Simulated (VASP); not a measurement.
Runs of VASP 6.6.1 on CoO. The structure is that of space group F-43m (No. 216), or close to it. The cells are those of the table. 

```csv
task,cell,k mesh,cutoff (eV),gap on the mesh (eV),pressure (GPa),moment (μB)
single point,"a = 3.184 Å, angles 60.0°, 2 atoms",8 × 8 × 8,520,none,-0.1,2.78
single point,"a = 2.957 Å, angles 60.0°, 2 atoms",8 × 8 × 8,520,none,(a),1.65
relaxation of cell and atoms,"relaxed from a = 2.957 Å, angles 60.0°, 2 atoms",8 × 8 × 8,600,none,0.2,2.77
single point,"a = 3.182 Å, angles 60.0°, 2 atoms",22 × 22 × 22,520,none,-0.4,(b)
```

Alike in all rows: level PBE; potentials or basis VASP PAW PBE potentials, release 64 (Co, O); spin collinear, ferromagnetic start; smearing gaussian 0.1 eV.

Question: Estimate the missing entries.

Answer: (a) 39.6; (b) 2.75.

Caveats: a cell with one magnetic atom can't hold antiferromagnetic order, which such compounds often take; semilocal functionals often make such compounds metallic where correlation or magnetic order opens a gap, which also shifts bond lengths.

A gap of «none» marks levels without a gap at the run's occupations.
